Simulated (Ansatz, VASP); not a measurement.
**One calculation of Cu, two programs**

```
CELL_PARAMETERS angstrom
0.00000 1.76688 1.76688
1.76688 0.00000 1.76688
1.76688 1.76688 0.00000
ATOMIC_POSITIONS crystal
Cu 0.00000 0.00000 0.00000
```

Alike in both runs: functional PBEsol; dispersion D4; k mesh 20 × 20 × 20; occupations gaussian, width 0.1 eV; no spin polarisation.

Ansatz relaxed the structure, and its values are those at the end. VASP's run is a single point on that final structure, the one shown.

```csv
,VASP,Ansatz
version,VASP 6.6.1,Ansatz 0.2.0
potentials or method,"VASP PAW PBE potentials, release 64 (Cu), cutoff 600 eV","scalar-relativistic, plane waves, PAW"
valence electrons in the cell,11,19
```

Ansatz gave:

| Item | Value |
| --- | --- |
| gap on the k mesh at the Fermi level (eV) | none |
| pressure (GPa) | 0.0 |

Q: Estimate VASP's values.

A: gap on the k mesh at the Fermi level (eV): none; pressure (GPa): 0.9.

VASP's potentials were made for PBE, not for PBEsol, and Ansatz warns of the same on its side. A gap of «none» marks a metal or a gap that the smearing closes. VASP's potentials hold 11 valence electrons a cell and Ansatz's 19, so a difference there can come from the potentials and not from the codes.
